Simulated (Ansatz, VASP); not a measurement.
## One calculation of Re, two programs

```xyz
1
Lattice="0.0000 1.9961 1.9961 1.9961 0.0000 1.9961 1.9961 1.9961 0.0000" Properties=species:S:1:pos:R:3 pbc="T T T"
Re    0.0000    0.0000    0.0000
```

Alike in both runs: task single point; functional PBE; k mesh 18 × 18 × 18; occupations gaussian, width 0.1 eV; no spin polarisation.

```csv
,VASP,Ansatz
version,VASP 6.6.1,Ansatz 0.2.0
potentials or method,"VASP PAW PBE potentials, release 64 (Re), cutoff 520 eV","scalar-relativistic, plane waves, PAW"
valence electrons in the cell,7,15
```

|  | VASP | Ansatz | Ansatz less VASP |
| --- | --- | --- | --- |
| gap on the k mesh at the Fermi level (eV) | none | none | - |
| pressure (GPa) | -19.4 | -18.6 | +0.83 |

A gap of «none» marks a metal or a gap that the smearing closes. VASP's potentials hold 7 valence electrons a cell and Ansatz's 15, so a difference there can come from the potentials and not from the codes.

Neither program's run includes spin-orbit coupling.
